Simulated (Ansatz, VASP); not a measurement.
# Pb in VASP and in Ansatz

File INCAR:

```
SYSTEM = Pb
  PREC = Accurate
  ENCUT = 500
  EDIFF = 1E-7
  ISMEAR = 0
  SIGMA = 0.1
  LREAL = .FALSE.
  LASPH = .TRUE.
  NELM = 120
  ALGO = Normal
  ISIF = 3
  LWAVE = .FALSE.
  LCHARG = .FALSE.
  GGA = PE
  IBRION = 2
  NSW = 80
  EDIFFG = -0.05
  GGA_COMPAT = .FALSE.
  NELMIN = 4
```

KPOINTS

```
regular mesh
0
G
  8 8 8
  0 0 0
```

Contents of POSCAR:

```
Pb
1.0
    0.0000000000      1.9641654309      1.9641654309
    1.9641654309      0.0000000000      1.9641654309
    1.9641654309      1.9641654309      0.0000000000
Pb
1
Direct
    0.0000000000      0.0000000000      0.0000000000
```

Input for Ansatz:

```yaml
crystal:
  lattice:
    - [0.0, 1.9641654309, 1.9641654309]
    - [1.9641654309, 0.0, 1.9641654309]
    - [1.9641654309, 1.9641654309, 0.0]
  atoms:
    - { symbol: Pb, position: [0.0, 0.0, 0.0] }
basis:
  ecutwfc: 420
kpoints:
  mp_grid: { grid: [8, 8, 8] }
hamiltonian:
  xc: pbe
scf:
  occupations: { method: gaussian, width: 0.1 }
output:
  forces: true
  stress: true
  eigenvalues: true
relax:
  adjacent_minimum: "off"
  f_tol: 0.05
  max_steps: 60
  cell: { stress_tol: 0.5 }
```

Alike in both runs: task relaxation of cell and atoms; functional PBE; k mesh 8 × 8 × 8; occupations gaussian, width 0.1 eV; no spin polarisation.

|  | VASP | Ansatz |
| --- | --- | --- |
| version | VASP 6.6.1 | Ansatz 0.2.0 |
| potentials or method | VASP PAW PBE potentials, release 64 (Pb_d), cutoff 500 eV | scalar-relativistic, plane waves, PAW |
| valence electrons in the cell | 14 | 14 |

Ansatz gave:

| Quantity | Value |
| --- | --- |
| gap on the k mesh at the Fermi level, each at its own relaxed structure (eV) | none |
| relaxed volume (Å³/atom) | 31.98 |
| relaxed cell length with the largest relative difference (Å) | 3.563 |

**Question.** Estimate VASP's values.

**Answer.** gap on the k mesh at the Fermi level, each at its own relaxed structure (eV): none; relaxed volume (Å³/atom): 31.60; relaxed cell length with the largest relative difference (Å): 3.549.

A gap of «none» marks a metal or a gap that the smearing closes.

Spin-orbit coupling is off throughout. Noted on VASP's run: the volume moved by over 15 % at a fixed basis, so the end points are rough.
